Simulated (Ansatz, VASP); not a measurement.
**Two plane-wave programs on BeTe2**

```xyz
3
Lattice="3.4183 0.0000 0.0000 0.0000 3.4183 0.0000 0.0000 0.0000 6.5508" Properties=species:S:1:pos:R:3 pbc="T T T"
Be    0.0000    0.0000    0.0000
Te    1.7092    1.7092    1.5439
Te    1.7092    1.7092    5.0069
```

Change from the starting cell: species swapped into the FeSi2 type (P4/mmm, No. 123).

Alike in both runs: functional PBE; k mesh 6 × 6 × 3; occupations gaussian, width 0.2 eV; no spin polarisation.

Ansatz relaxed the structure, and its values are those at the end. VASP's run is a single point on that final structure, the one shown.

```csv
,VASP,Ansatz
version,VASP 6.6.1,Ansatz 0.2.0
potentials or method,"VASP PAW PBE potentials, release 64 (Be, Te), cutoff 600 eV","scalar-relativistic, plane waves, PAW"
valence electrons in the cell,14,34
```

VASP gave:

| Property | Result |
| --- | --- |
| gap on the k mesh at the Fermi level (eV) | none |
| pressure (GPa) | 0.0 |
| rms of the force components (eV/Å) | 0.015 |

Q: Estimate Ansatz's values.

A: gap on the k mesh at the Fermi level (eV): none; pressure (GPa): 0.0; rms of the force components (eV/Å): 0.017.

A gap of «none» marks a metal or a gap that the smearing closes. VASP's potentials hold 14 valence electrons a cell and Ansatz's 34, so a difference there can come from the potentials and not from the codes.

Neither program's run includes spin-orbit coupling.
